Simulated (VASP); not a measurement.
Input of a VASP 6.6.1 run:

Contents of INCAR:

```
SYSTEM = C
ALGO = Normal
EDIFF = 1E-7
ENCUT = 520
GGA = PE
ISIF = 2
ISMEAR = -1
LASPH = .TRUE.
LCHARG = .FALSE.
LREAL = .FALSE.
LWAVE = .FALSE.
NBANDS = 21
NELM = 100
PREC = Accurate
SIGMA = 0.02
```

KPOINTS

```
k-points
0
G
  12 12 1
  0 0 0
```

File POSCAR:

```
C
1.0
    2.5255274272      0.0000000000      0.0000000000
    0.0000000000      2.5255274272      0.0000000000
    0.0000000000      0.0000000000     20.4645000000
C
6
Direct
    0.7500000000      0.0000000000      0.3948521960
    0.2500000000      0.0000000000      0.4327926308
    0.2500000000      0.5000000000      0.4789464847
    0.7500000000      0.5000000000      0.5210535160
    0.7500000000      0.0000000000      0.5672073679
    0.2500000000      0.0000000000      0.6051478046
```

Potentials or basis: VASP PAW PBE potentials, release 64 (C).

The run is started by

```bash
$ cat potpaw_PBE.64/C/POTCAR > POTCAR
$ mpirun -np 1 vasp_std > vasp.out
```

What does it give for the band gap on the k mesh?

Zero (band 12 reaches -2.32 eV, above the bottom of band 13 at -3.10 eV).

What does it give for the largest force?

0.045 eV/Å.

Forces in eV/Å, atoms in the order of the input:
```
C    0.000  0.000 -0.045
C    0.000  0.000  0.018
C    0.000  0.000 -0.008
C    0.000  0.000  0.008
C    0.000  0.000 -0.018
C    0.000  0.000  0.045
```
